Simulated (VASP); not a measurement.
# Te2Mo in VASP: a series of runs, part 2 of 2

VASP 6.6.1.

### 3 Relaxation of the atoms, LDA (equal strain along all axes, cell held: +4.5 %)

INCAR reads:

```
SYSTEM = Te2Mo
PREC = Accurate
ENCUT = 520
EDIFF = 1E-6
ISMEAR = 0
SIGMA = 0.02
LREAL = .FALSE.
LASPH = .TRUE.
NELM = 80
ALGO = Normal
ISIF = 2
LWAVE = .FALSE.
LCHARG = .FALSE.
GGA = CA
IBRION = 2
NSW = 60
EDIFFG = -0.008
```

KPOINTS reads:

```
regular mesh
0
G
  12 12 2
  0 0 0
```

POSCAR reads:

```
Te2Mo
1.0
    3.6225426825      0.0000000000      0.0000000000
   -1.8112713412      3.1372139893      0.0000000000
    0.0000000000      0.0000000000     18.3082028381
Te Mo
2 1
Direct
    0.3333333333      0.6666666667      0.9027158344
    0.3333333333      0.6666666667      0.0972841656
    0.0000000000      0.0000000000      0.0000000000
```

Potentials or basis: VASP PAW LDA potentials, release 64 (Te, Mo_sv).

Started as:

```console
> cat potpaw_LDA.64/Te/POTCAR potpaw_LDA.64/Mo_sv/POTCAR > POTCAR
> mpirun -np 1 vasp_std > vasp.out
```

OUTCAR:

```text
SYSTEM = Te2Mo
   PREC = Accurate
   ENCUT = 520
   EDIFF = 1E-6
   ISMEAR = 0
   LREAL = .FALSE.
   LASPH = .TRUE.
   NELM = 80
   ISIF = 2
   GGA = CA
   IBRION = 2
   NSW = 60
   EDIFFG = -0.008

 ion  position               nearest neighbor table
   1  0.333  0.667  0.903-   3 2.75   3 2.75   3 2.75   2 3.56
   2  0.333  0.667  0.097-   3 2.75   3 2.75   3 2.75   1 3.56
   3  0.000  0.000  0.000-   1 2.75   2 2.75   1 2.75   2 2.75   1 2.75   2 2.75

  LATTYP: Found a hexagonal cell.
 ALAT       =     3.6225426825
 C/A-ratio  =     5.0539646990

  Lattice vectors:

 A1 = (   3.6225426825,   0.0000000000,   0.0000000000)
 A2 = (  -1.8112713412,   3.1372139893,   0.0000000000)
 A3 = (   0.0000000000,   0.0000000000,  18.3082028381)

Analysis of symmetry for initial positions (statically):
=====================================================================
 Subroutine PRICEL returns:
 Original cell was already a primitive cell.

 Routine SETGRP: Setting up the symmetry group for a
 hexagonal supercell.

 Subroutine GETGRP returns: Found 12 space group operations
 (whereof 12 operations were pure point group operations)
 out of a pool of 24 trial point group operations.

The static configuration has the point symmetry D_3h.

Analysis of symmetry for dynamics (positions and initial velocities):
=====================================================================
 Subroutine PRICEL returns:
 Original cell was already a primitive cell.

 Routine SETGRP: Setting up the symmetry group for a
 hexagonal supercell.

 Subroutine GETGRP returns: Found 12 space group operations
 (whereof 12 operations were pure point group operations)
 out of a pool of 24 trial point group operations.

The dynamic configuration has the point symmetry D_3h.

 Subroutine INISYM returns: Found 12 space group operations
 (whereof 12 operations are pure point group operations),
[... 126 lines left out ...]
   IVDW    =     0    specifies the selected vdW correction
   LEPSILON=     F    determine dielectric tensor
   LRPA    =     F    only Hartree local field effects (RPA)
 conjugate gradient relaxation of ions
 non-spin polarized calculation
 Gauss-broadening in eV      SIGMA  =   0.02
  energy-cutoff  :      520.00
  volume of cell :      208.07
 maximum number of plane-waves:      5643
 NGX is ok and might be reduce to    28
   NGX = 13   NGY = 13   NGZ = 69

--------------------------------------- Ionic step        1  -------------------------------------------

 number of electron      26.0000003 magnetization

 Free energy of the ion-electron system (eV)
  ---------------------------------------------------
  ext. energy  EPLUGINS =         0.00000000
  ---------------------------------------------------
  free energy    TOTEN  =       -20.31434647 eV

  energy without entropy =      -20.31434647  energy(sigma->0) =      -20.31434647

------------------------ aborting loop because EDIFF is reached ----------------------------------------

  FORCE on cell =-STRESS in cart. coord.  units (eV):
  Direction    XX          YY          ZZ          XY          YZ          ZX
  --------------------------------------------------------------------------------------
  -------------------------------------------------------------------------------------
  Total       -3.7427243     -3.7427243     -1.9327251     -0.0000000      0.0000000      0.0000000
  in kB      -28.8200710    -28.8200710    -14.8825486     -0.0000000      0.0000000      0.0000000
  external PRESSURE =     -24.1742302 kB  Pullay stress =       0.0000000 kB
[... 61 lines left out ...]
--------------------------------------- Ionic step        3  -------------------------------------------

 number of electron      26.0000004 magnetization

 Free energy of the ion-electron system (eV)
  ---------------------------------------------------
  ext. energy  EPLUGINS =         0.00000000
  ---------------------------------------------------
  free energy    TOTEN  =       -20.33605125 eV

  energy without entropy =      -20.33605125  energy(sigma->0) =      -20.33605125

 E-fermi :  -0.4130     XC(G=0):  -4.4908

 val. band max:       -0.6333802649   @ k =   0.3333   0.3333   0.0000
 cond. band min:       0.2515323199   @ k =   0.3333   0.3333   0.5000
 fundamental gap:      0.8849125849
 Fermi energy:        -0.4130322687

 k-point     1 :       0.0000    0.0000    0.0000
  band No.  band energies     occupation
      1     -60.9028      2.00000
      2     -35.2057      2.00000
      3     -35.1585      2.00000
      4     -35.1585      2.00000
      5     -13.0172      2.00000
      6     -11.9181      2.00000
[... 457 lines left out ...]
      4     -35.1758      2.00000
      5     -11.8493      2.00000
      6     -11.1771      2.00000
[... 9 lines left out ...]
     16       2.1085      0.00000
     17       3.0564      0.00000

 [... further k-points ...]

------------------------ aborting loop because EDIFF is reached ----------------------------------------

  FORCE on cell =-STRESS in cart. coord.  units (eV):
  Direction    XX          YY          ZZ          XY          YZ          ZX
  --------------------------------------------------------------------------------------
  -------------------------------------------------------------------------------------
  Total       -3.0832309     -3.0832309     -0.0185444     -0.0000000      0.0000000      0.0000000
  in kB      -23.7417793    -23.7417793     -0.1427972     -0.0000000      0.0000000      0.0000000
  external PRESSURE =     -15.8754519 kB  Pullay stress =       0.0000000 kB
[... 18 lines left out ...]
  FREE ENERGIE OF THE ION-ELECTRON SYSTEM (eV)
  ---------------------------------------------------
  free  energy   TOTEN  =       -20.3360512539 eV

  energy  without entropy=      -20.3360512539  energy(sigma->0) =      -20.33605125

 reached required accuracy - stopping structural energy minimisation
```

OSZICAR:

```text
N       E                     dE             d eps       ncg     rms          rms(c)
DAV:   1     0.139237297090E+03    0.13924E+03   -0.11472E+04  1772   0.121E+03
DAV:   2    -0.119760590367E+02   -0.15121E+03   -0.14865E+03  1763   0.250E+02
DAV:   3    -0.208772863511E+02   -0.89012E+01   -0.88520E+01  1769   0.525E+01
[... 30 lines left out ...]
DAV:   2    -0.203361197424E+02   -0.50282E-03   -0.91453E-03  1350   0.520E-01    0.192E-01
DAV:   3    -0.203360768598E+02    0.42883E-04   -0.89618E-04  1646   0.195E-01    0.905E-02
DAV:   4    -0.203360861435E+02   -0.92836E-05   -0.61194E-04  1395   0.136E-01    0.692E-02
DAV:   5    -0.203360502457E+02    0.35898E-04   -0.21453E-04  1412   0.880E-02    0.545E-03
DAV:   6    -0.203360516892E+02   -0.14435E-05   -0.69517E-06  1576   0.166E-02    0.862E-03
DAV:   7    -0.203360512539E+02    0.43530E-06   -0.25036E-07   649   0.348E-03
   3 F= -.20336051E+02 E0= -.20336051E+02  d E =-.217048E-01
```

Run time: 3.1 min. Hardware: 1 thread of Intel Xeon Platinum 8488C (Sapphire Rapids), shared host; peak memory 0.35 GiB.

Results:

```
Free energy               : -20.3361 eV
Energy gained by relaxing : 7.2 meV/atom
Ionic steps               : 3
Band gap on the k mesh    : 0.88 eV
```

The path:
```
step  energy change (eV)  largest force (eV/Å)  pressure (GPa)
   1              0.0000                0.5390           -2.42
   2             -0.0191                0.1911           -1.88
   3             -0.0217                0.0003           -1.59
```

Final structure:
```cif
data_structure
_symmetry_space_group_name_H-M 'P 1'
_symmetry_Int_Tables_number 1
_cell_length_a 3.6225
_cell_length_b 3.6225
_cell_length_c 18.3082
_cell_angle_alpha 90.000
_cell_angle_beta 90.000
_cell_angle_gamma 120.000
_cell_volume 208.07
loop_
_atom_site_label
_atom_site_type_symbol
_atom_site_fract_x
_atom_site_fract_y
_atom_site_fract_z
_atom_site_occupancy
Te1 Te 0.33333 0.66667 0.90487 1
Te2 Te 0.33333 0.66667 0.09513 1
Mo1 Mo 0.00000 0.00000 0.00000 1
```

Levels at points of the mesh, in eV from the valence-band top:
```tsv
k point	band 9	band 10	band 11	band 12	band 13	band 14	band 15	band 16	band 17
(0.00, 0.00, 0.00)	-1.83	-1.25	-0.98	-0.98	-0.10	2.98	2.98	3.32	3.32
(0.50, 0.00, 0.00)	-3.20	-2.32	-1.25	-0.58	-0.48	1.29	1.65	3.39	3.80
(0.00, 0.00, 0.50)	-1.83	-1.25	-0.98	-0.98	-0.10	2.98	2.98	3.32	3.32
(0.50, 0.00, 0.50)	-3.20	-2.32	-1.25	-0.58	-0.48	1.29	1.65	3.39	3.80
```

Caveat: the cell differs from its parent crystal (equal strain along all axes, cell held: +4.5 %); there is no dipole correction, which matters where the two faces differ; spin-orbit coupling is left out, which moves the levels of the heavy elements.
